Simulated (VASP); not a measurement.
Set up this calculation in VASP 6.6.1, as the native input.

- Task: relaxation of cell and atoms
- Functional: PBE
- Potentials or basis: VASP PAW PBE potentials, release 64 (Lu, Be, Si)
- Cutoff: 600 eV
- k mesh: 12 × 12 × 4
- Occupations: gaussian, width 0.1 eV
- Spin: no spin polarisation
- Dipole correction: no
- Further INCAR settings: ALGO = Normal; EDIFF = 1e-07; IBRION = 2; EDIFFG = -0.01; NSW = 100; ISIF = 3

The structure of LuBeSi4 lies in POSCAR:

```
LuBeSi4
1.0
    3.0564335280      0.0000000000      0.0000000000
   -1.5282167640      2.6469490802      0.0000000000
    0.0000000000      0.0000000000     11.7214834383
Lu Be Si
1 1 4
Direct
    0.0000000000      0.0000000000      0.0000000000
    0.0000000000      0.0000000000      0.5000000000
    0.6666666667      0.3333333333      0.7973053076
    0.6666666667      0.3333333333      0.3597927144
    0.3333333333      0.6666666667      0.6402072856
    0.3333333333      0.6666666667      0.2026946924
```

The cell was generated, and may not be a known phase.

One way to write it, as run:

INCAR

```
SYSTEM = LuBeSi4
PREC = Accurate
ENCUT = 600
EDIFF = 1E-7
ISMEAR = 0
SIGMA = 0.1
LREAL = .False.
LASPH = .True.
NELM = 100
ALGO = Normal
ISIF = 3
LWAVE = .False.
LCHARG = .False.
GGA = PE
IBRION = 2
NSW = 100
EDIFFG = -0.01
```

KPOINTS

```
regular mesh
0
Gamma
  12 12 4
  0 0 0
```

Potentials or basis: VASP PAW PBE potentials, release 64 (Lu, Be, Si).

Launch:

```console
$ cat potpaw_PBE.64/Lu/POTCAR potpaw_PBE.64/Be/POTCAR potpaw_PBE.64/Si/POTCAR > POTCAR
$ mpirun -np 1 vasp_std > vasp.out
```

Results of the run:

The relaxed volume is 16.10 Å³/atom. The relaxed cell is a = 3.120 Å, b = 3.120 Å, c = 11.464 Å, α = 90.00°, β = 90.00°, γ = 120.00°, the space group after relaxing (to 0.1 Å) is P-3m1 (No. 164) and the energy gained by relaxing is 7.3 meV/atom. The ionic steps are 10. The pressure after relaxing is 0.0 GPa and the largest force after relaxing is 0.009 eV/Å.

Caveat: the highest band is partly filled, so the run has too few bands.

Wall time 12 min on 1 thread of Intel(R) Xeon(R) 6975P-C (Granite Rapids), on a shared host, peak memory 0.38 GiB.
